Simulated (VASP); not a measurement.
# Sb (R-3m) in VASP: further runs

Aim: see how the results for Sb move with the level of theory and the settings. Levels: BLYP+D4, LDA, PBE. Tasks: density of states, vibrations by perturbation theory.

Everything below comes from runs of VASP 6.6.1. Logs are shortened: lines on timing, memory, paths and dates and some standing lists are left out, and cuts for length are marked.

## Step 1: The cell of the first run

The structure is trigonal, space group R-3m (No. 166). The conventional cell has a = 4.308 Å, b = 4.308 Å, c = 11.274 Å, α = 90.00°, β = 90.00°, γ = 120.00°. Within 3.8 Å of Sb (site symmetry 3m) lie 6 Sb at 2.91 to 3.35 Å.

## Step 2: Density of states, BLYP+D4

Contents of POSCAR:

```
Sb
1.0
    2.1542000000      1.2437279499      3.7580000000
   -2.1542000000      1.2437279499      3.7580000000
    0.0000000000     -2.4874558998      3.7580000000
Sb
2
Direct
    0.7665100000      0.7665100000      0.7665100000
    0.2334900000      0.2334900000      0.2334900000
```

Contents of INCAR.step1:

```
SYSTEM = Sb
PREC     = Accurate       ! precision mode
ENCUT    = 520            ! plane-wave cutoff, eV
EDIFF    = 1E-6           ! SCF threshold, eV
ISMEAR   = 1              ! smearing method
SIGMA    = 0.1            ! smearing width, eV
LREAL    = .False.        ! projectors in reciprocal space
LASPH    = .True.         ! aspherical terms in the spheres
NELM     = 80             ! most SCF steps
ALGO     = Normal         ! electronic algorithm
ISIF     = 2              ! what is computed and relaxed
LWAVE    = .False.        ! write WAVECAR
LCHARG   = .True.         ! write CHGCAR
GGA      = B5             ! functional
ALDAX    = 1.0          
AGGAX    = 1.0          
AGGAC    = 1.0          
ALDAC    = 0.0          
IVDW     = 13             ! dispersion correction
VDW_S6   = 1.0          
VDW_S8   = 2.34076671   
VDW_A1   = 0.44488865   
VDW_A2   = 4.0933009    
NBANDS   = 12             ! bands
```

Contents of KPOINTS.step1:

```
regular mesh
0
Gamma
  8 8 8
  0 0 0
```

Contents of INCAR.step2:

```
SYSTEM = Sb
PREC     = Accurate       ! precision mode
ENCUT    = 520            ! plane-wave cutoff, eV
EDIFF    = 1E-6           ! SCF threshold, eV
ISMEAR   = -5             ! smearing method
SIGMA    = 0.1            ! smearing width, eV
LREAL    = .False.        ! projectors in reciprocal space
LASPH    = .True.         ! aspherical terms in the spheres
NELM     = 80             ! most SCF steps
ALGO     = Normal         ! electronic algorithm
ISIF     = 2              ! what is computed and relaxed
LWAVE    = .False.        ! write WAVECAR
LCHARG   = .False.        ! write CHGCAR
GGA      = B5             ! functional
ALDAX    = 1.0          
AGGAX    = 1.0          
AGGAC    = 1.0          
ALDAC    = 0.0          
IVDW     = 13             ! dispersion correction
VDW_S6   = 1.0          
VDW_S8   = 2.34076671   
VDW_A1   = 0.44488865   
VDW_A2   = 4.0933009    
LORBIT   = 11             ! projections on sites
NEDOS    = 1001           ! points of the DOS
ICHARG   = 11             ! starting density
```

Contents of KPOINTS.step2:

```
regular mesh
0
Gamma
  12 12 12
  0 0 0
```

Potentials or basis: VASP PAW PBE potentials, release 64 (Sb).

The run is started by

```bash
$ cat potpaw_PBE.64/Sb/POTCAR > POTCAR
$ cp INCAR.step1 INCAR
$ cp KPOINTS.step1 KPOINTS
$ mpirun -np 1 vasp_std > vasp.out
$ cp INCAR.step2 INCAR
$ cp KPOINTS.step2 KPOINTS
$ mpirun -np 1 vasp_std > vasp.out
```

OUTCAR:

```text
SYSTEM = Sb
   PREC = Accurate
   ENCUT = 520
   EDIFF = 1E-6
   ISMEAR = -5
   LREAL = .False.
   LASPH = .True.
   NELM = 80
   ISIF = 2
   GGA = B5
   IVDW = 13
   LORBIT = 11
   ICHARG = 11

 ion  position               nearest neighbor table
   1  0.767  0.767  0.767-   2 2.91   2 2.91   2 2.91   2 3.35   2 3.35   2 3.35
   2  0.233  0.233  0.233-   1 2.91   1 2.91   1 2.91   1 3.35   1 3.35   1 3.35

  LATTYP: Found a trigonal (rhomboedric) cell.
 ALAT       =     4.5066618304
 COS(alpha) =     0.5430253624

  Lattice vectors:

 A1 = (   2.1542000000,   1.2437279499,   3.7580000000)
 A2 = (  -2.1542000000,   1.2437279499,   3.7580000000)
 A3 = (   0.0000000000,  -2.4874558998,   3.7580000000)

Analysis of symmetry for initial positions (statically):
=====================================================================
 Subroutine PRICEL returns:
 Original cell was already a primitive cell.

 Routine SETGRP: Setting up the symmetry group for a
 trigonal (rhombohedral) supercell.

 Subroutine GETGRP returns: Found 12 space group operations
 (whereof 12 operations were pure point group operations)
 out of a pool of 12 trial point group operations.

The static configuration has the point symmetry D_3d.

Analysis of symmetry for dynamics (positions and initial velocities):
=====================================================================
 Subroutine PRICEL returns:
 Original cell was already a primitive cell.

 Routine SETGRP: Setting up the symmetry group for a
 trigonal (rhombohedral) supercell.

 Subroutine GETGRP returns: Found 12 space group operations
 (whereof 12 operations were pure point group operations)
 out of a pool of 12 trial point group operations.

The dynamic configuration has the point symmetry D_3d.

 Subroutine INISYM returns: Found 12 space group operations
 (whereof 12 operations are pure point group operations),
 and found     1 'primitive' translations

----------------------------------------------------------------------------------------

                                     Primitive cell

  volume of cell :      60.4115

  direct lattice vectors                    reciprocal lattice vectors
     2.154200000  1.243727950  3.758000000     0.232104726  0.134005726  0.088699663
    -2.154200000  1.243727950  3.758000000    -0.232104726  0.134005726  0.088699663
     0.000000000 -2.487455900  3.758000000     0.000000000 -0.268011452  0.088699663

  length of vectors
[... 98 lines left out ...]
   EFERMI =   0.00;   METHOD = LEGACY
   ISMEAR =    -5;   SIGMA  =   0.10  broadening in eV -4-tet -1-fermi 0-gaus
   EFERMI_NEDOS =   21; number of points for ismear=-14 and -15
   IALGO  =     38    algorithm
   IMIX   =      4    mixing-type and parameters
     AMIX     =   0.40;   BMIX     =  1.00
     AMIX_MAG =   1.60;   BMIX_MAG =  1.00
  volume/ion in A,a.u.               =      30.21       203.84
  Fermi-wavevector in a.u.,A,eV,Ry     =   0.898880  1.698637 10.993305  0.807985
  Thomas-Fermi vector in A             =   2.021644
   LORBIT       =     11    0 simple, 1 ext, 2 COOP (PROOUT), +10 PAW based schemes
   GGA     = B5    functional components
   LHFCALC =     F    Hartree Fock is set to
   AEXX    =    0.0000 exact exchange contribution
   IVDW    =    13    specifies the selected vdW correction
   LEPSILON=     F    determine dielectric tensor
   LRPA    =     F    only Hartree local field effects (RPA)
 non-spin polarized calculation
 Fermi weights with tetrahedron method with Bloechl corrections
  energy-cutoff  :      520.00
  volume of cell :       60.41
 maximum number of plane-waves:      1641
 NGX is ok and might be reduce to    36

 number of electron      10.0000000 magnetization

 Free energy of the ion-electron system (eV)
  ---------------------------------------------------
  ext. energy  EPLUGINS =         0.00000000
  ---------------------------------------------------
  free energy    TOTEN  =        -6.68313589 eV

  energy without entropy =       -6.68313589  energy(sigma->0) =       -6.68313589

 E-fermi :   7.7263     XC(G=0):  -8.8637

 val. band max:        7.7908444619   @ k =   0.3333   0.1667   0.1667
 cond. band min:       7.6250127495   @ k =   0.5000  -0.0000   0.0000
 fundamental gap:     -0.1658317125
 Fermi energy:         7.7262603573

 k-point     1 :       0.0000    0.0000    0.0000
  band No.  band energies     occupation
      1      -4.9748      2.00000
      2       2.8233      2.00000
      3       5.6722      2.00000
      4       5.9195      2.00000
      5       5.9195      2.00000
      6       9.8420      0.00000
      7      10.4191      0.00000
      8      10.4191      0.00000
      9      13.0577      0.00000
[... 265 lines left out ...]
 k-point    24 :      -0.4167    0.1667    0.0000
  band No.  band energies     occupation
      1      -2.4883      2.00000
      2      -1.7553      2.00000
      3       4.0721      2.00000
      4       5.5114      2.00000
      5       6.0753      2.00000
      6       8.7228      0.00000
      7       9.0631      0.00000
      8      10.8207      0.00000
      9      14.5092      0.00000

 [... further k-points ...]

------------------------ aborting loop because EDIFF is reached ----------------------------------------

  DFT-D4 for vdW energy calculation

  Edisp (eV):   -1.93190

  FORCE on cell =-STRESS in cart. coord.  units (eV):
  Direction    XX          YY          ZZ          XY          YZ          ZX
  --------------------------------------------------------------------------------------
  -------------------------------------------------------------------------------------
  Total       0.86379     0.86379     0.59449     0.00000    -0.00000     0.00000
  in kB      22.90877    22.90877    15.76643     0.00000    -0.00000     0.00000
  external pressure =       20.53 kB  Pullay stress =        0.00 kB

 VOLUME and BASIS-vectors are now :
 -----------------------------------------------------------------------------
  energy-cutoff  :      520.00
  volume of cell :       60.41
      direct lattice vectors                 reciprocal lattice vectors
     2.154200000  1.243727950  3.758000000     0.232104726  0.134005726  0.088699663
    -2.154200000  1.243727950  3.758000000    -0.232104726  0.134005726  0.088699663
     0.000000000 -2.487455900  3.758000000     0.000000000 -0.268011452  0.088699663

 POSITION                                       TOTAL-FORCE (eV/Angst)
 -----------------------------------------------------------------------------------
      0.00000      0.00000      8.64163         0.000000      0.000000     -0.227868
      0.00000      0.00000      2.63237         0.000000      0.000000      0.227868
 -----------------------------------------------------------------------------------
    total drift:                               -0.000000     -0.000000     -0.000000

  FREE ENERGIE OF THE ION-ELECTRON SYSTEM (eV)
  ---------------------------------------------------
  free  energy   TOTEN  =        -8.6150364211 eV

  energy  without entropy=       -8.6150364211  energy(sigma->0) =       -8.61503642

 total charge

# of ion       s       p       d       tot
------------------------------------------
    1        1.233   1.182   0.034   2.449
    2        1.233   1.182   0.034   2.449
--------------------------------------------------
tot          2.466   2.364   0.069   4.898
```

Wall time 54 s (1 thread of Intel Xeon 6975P-C (Granite Rapids), shared host); peak memory 0.25 GiB.

Results:

| Quantity | Value |
| --- | --- |
| Valence electrons inside the program's atomic spheres | Sb 2.45 |
| Dispersion energy per atom | -0.966 eV |

Caveat: the PAW data sets were made with another functional, which shifts forces and pressure a little; spin-orbit coupling is left out, which moves the levels of the heavy elements; pairwise dispersion overbinds metals, which lowers pressure and volume; tetrahedron occupations give inexact forces and stress in metals.

## Step 3: Vibrations by perturbation theory, LDA

Contents of INCAR:

```
SYSTEM = Sb
PREC = Accurate
ENCUT = 520
EDIFF = 1E-8
ISMEAR = -1
SIGMA = 0.05
LREAL = .FALSE.
LASPH = .TRUE.
NELM = 100
ALGO = Normal
ISIF = 2
LWAVE = .FALSE.
LCHARG = .FALSE.
IBRION = 8
NSW = 1
```

Contents of KPOINTS:

```
regular mesh
0
G
  6 6 6
  0 0 0
```

POSCAR is that of step 2.

Potentials or basis: VASP PAW LDA potentials, release 64 (Sb).

The run is started by

```bash
$ cat potpaw_LDA.64/Sb/POTCAR > POTCAR
$ mpirun -np 1 vasp_std > vasp.out
```

OUTCAR:

```text
SYSTEM = Sb
   PREC = Accurate
   ENCUT = 520
   EDIFF = 1E-8
   ISMEAR = -1
   LREAL = .FALSE.
   LASPH = .TRUE.
   NELM = 100
   ISIF = 2
   IBRION = 8
   NSW = 1

 ion  position               nearest neighbor table
   1  0.767  0.767  0.767-   2 2.91   2 2.91   2 2.91   2 3.35   2 3.35   2 3.35
   2  0.233  0.233  0.233-   1 2.91   1 2.91   1 2.91   1 3.35   1 3.35   1 3.35

  LATTYP: Found a trigonal (rhomboedric) cell.
 ALAT       =     4.5066618304
 COS(alpha) =     0.5430253624

  Lattice vectors:

 A1 = (   2.1542000000,   1.2437279499,   3.7580000000)
 A2 = (  -2.1542000000,   1.2437279499,   3.7580000000)
 A3 = (   0.0000000000,  -2.4874558998,   3.7580000000)

Analysis of symmetry for initial positions (statically):
=====================================================================
 Subroutine PRICEL returns:
 Original cell was already a primitive cell.

 Routine SETGRP: Setting up the symmetry group for a
 trigonal (rhombohedral) supercell.

 Subroutine GETGRP returns: Found 12 space group operations
 (whereof 12 operations were pure point group operations)
 out of a pool of 12 trial point group operations.

The static configuration has the point symmetry D_3d.

Analysis of symmetry for dynamics (positions and initial velocities):
=====================================================================
 Subroutine PRICEL returns:
 Original cell was already a primitive cell.

 Routine SETGRP: Setting up the symmetry group for a
 trigonal (rhombohedral) supercell.

 Subroutine GETGRP returns: Found 12 space group operations
 (whereof 12 operations were pure point group operations)
 out of a pool of 12 trial point group operations.
[... 476 lines left out ...]
  free  energy   TOTEN  =        -9.6379910619 eV

  energy  without entropy=       -9.6354354421  energy(sigma->0) =       -9.63671325

[... ionic steps 2 to 3 ...]

--------------------------------------- Ionic step        4  -------------------------------------------

------------------------ aborting loop because EDIFF is reached ----------------------------------------

[... ionic steps 5 to 5 ...]

--------------------------------------- Ionic step        6  -------------------------------------------

 Free energy of the ion-electron system (eV)
  ---------------------------------------------------
  ---------------------------------------------------
  free energy    TOTEN  =        -0.02584213 eV

  energy without entropy =       -0.02584735

------------------------ aborting loop because EDIFF is reached ----------------------------------------

 INTERNAL STRAIN TENSOR  FOR ION    1  DIRECTION 3   (eV/Angst):
 -----------------------------------------------------------------------------
     4.72639 -0.00000  0.00000
     0.00000  4.72639  0.00000
     0.00000 -0.00000  6.19285

 INTERNAL STRAIN TENSOR FOR ION    2 for displacements in x,y,z  (eV/Angst):
          X           Y           Z          XY          YZ          ZX
  --------------------------------------------------------------------------------
  x    -0.00000    -0.00000    -0.00000     1.68150     0.00000    -4.08554
  y     1.68150    -1.68150     0.00000     0.00000    -4.14137    -0.00000
  z    -4.72639    -4.72639    -6.19285     0.00000    -0.00000     0.00000

 SECOND DERIVATIVES (NOT SYMMETRIZED)
 ------------------------------------
               1X          1Y          1Z          2X          2Y          2Z
  1X    -2.503553   -0.000000   -0.000000    2.503553    0.000000    0.000000
  1Y    -0.000000   -2.503553    0.000000    0.000000    2.503553   -0.000000
  1Z     0.000000    0.000000   -5.052580    0.000000    0.000000    5.052580
  2X     2.503553    0.000000    0.000000   -2.503553   -0.000000   -0.000000
  2Y     0.000000    2.503553   -0.000000   -0.000000   -2.503553    0.000000
  2Z     0.000000    0.000000    5.052580    0.000000    0.000000   -5.052580

 Eigenvectors and eigenvalues of the dynamical matrix
 ----------------------------------------------------

   1 f  =    4.503890 THz    28.298778 2PiTHz  150.233614 cm-1    18.626586 meV
             X         Y         Z           dx          dy          dz
      0.000000  0.000000  8.641634    -0.000000    0.000000   -0.707107
      0.000000  0.000000  2.632366     0.000000    0.000000    0.707107
[... 16 lines left out ...]
   5 f  =    0.000000 THz     0.000000 2PiTHz    0.000000 cm-1     0.000000 meV
             X         Y         Z           dx          dy          dz
      0.000000  0.000000  8.641634     0.000000   -0.000000    0.707107
      0.000000  0.000000  2.632366    -0.000000    0.000000    0.707107

   6 f/i=    0.000000 THz     0.000000 2PiTHz    0.000001 cm-1     0.000000 meV
             X         Y         Z           dx          dy          dz
      0.000000  0.000000  8.641634     0.168835   -0.686655    0.000000
      0.000000  0.000000  2.632366     0.168835   -0.686655    0.000000

--------------------------------------------------------------------------------------------------------

 ELASTIC MODULI CONTR FROM IONIC RELAXATION (kBar)
 Direction    XX          YY          ZZ          XY          YZ          ZX
 --------------------------------------------------------------------------------
 XX        -147.2089    -87.3044   -153.6378     -0.0000     73.7693      0.0000
 YY         -87.3044   -147.2089   -153.6378      0.0000    -73.7693     -0.0000
 ZZ        -153.6378   -153.6378   -201.3069     -0.0000     -0.0000      0.0000
 XY          -0.0000      0.0000     -0.0000    -29.9522      0.0000     72.7748
 YZ          73.7693    -73.7693     -0.0000      0.0000   -181.6860     -0.0000
 ZX           0.0000     -0.0000      0.0000     72.7748     -0.0000   -176.8204
 --------------------------------------------------------------------------------
```

OSZICAR:

```text
N       E                     dE             d eps       ncg     rms          rms(c)
DAV:   1     0.415096470154E+02    0.41510E+02   -0.36569E+03   576   0.871E+02
DAV:   2    -0.776492432646E+01   -0.49275E+02   -0.48633E+02   832   0.128E+02
DAV:   3    -0.964801225150E+01   -0.18831E+01   -0.18726E+01   707   0.312E+01
[... 33 lines left out ...]
RMM:   5    -0.258403083713E-01   -0.31458E-05   -0.68880E-07   930   0.667E-03    0.292E-03
RMM:   6    -0.258425573705E-01   -0.22490E-05   -0.50909E-08   905   0.164E-03    0.717E-04
RMM:   7    -0.258420433066E-01    0.51406E-06   -0.14022E-08   943   0.488E-04    0.317E-04
RMM:   8    -0.258421040942E-01   -0.60788E-07   -0.27292E-09   951   0.953E-05    0.267E-05
RMM:   9    -0.258421264099E-01   -0.22316E-07   -0.40561E-11   958   0.233E-05    0.121E-05
RMM:  10    -0.258421292380E-01   -0.28280E-08    0.44485E-11   976   0.840E-06    0.692E-06
 Linear response finished
```

stdout:

```text
POSCAR found type information on POSCAR Sb
 POSCAR found :  1 types and       2 ions
 scaLAPACK will be used
 LDA part: xc-table for (Slater(with rela. corr.)+CA(PZ))
 , standard interpolation
 POSCAR, INCAR and KPOINTS ok, starting setup
 FFT: planning ... GRIDC
 FFT: planning ... GRID_SOFT
 FFT: planning ... GRID
 WAVECAR not read
 entering main loop
 Linear response reoptimize wavefunctions to high precision
 Linear response DOF=           2
 Linear response progress:
 first order change of Fermi-energy  -0.58358E-04
 force on displaced ion       1 direction 1 :  -2.503   0.000  -0.000
 Linear response progress:
 first order change of Fermi-energy   0.32034E+00
 force on displaced ion       1 direction 3 :   0.000   0.000  -5.053
 Linear response finished
```

It took 97 s on 1 thread of Intel Xeon Platinum 8259CL at 2.50GHz (Skylake/Cascade Lake), shared host; peak memory 0.29 GiB.

What came out:

```yaml
Highest_phonon_frequency_at_Γ: 150 cm⁻¹
```

Phonon frequencies in cm⁻¹ (negative: imaginary):
| q point | frequencies |
| --- | --- |
| (0.000, 0.000, 0.000) | 0 0 0 106 106 150 |

Caveat: spin-orbit coupling is left out, which moves the levels of the heavy elements.

(Continued in part 2 of 2.)
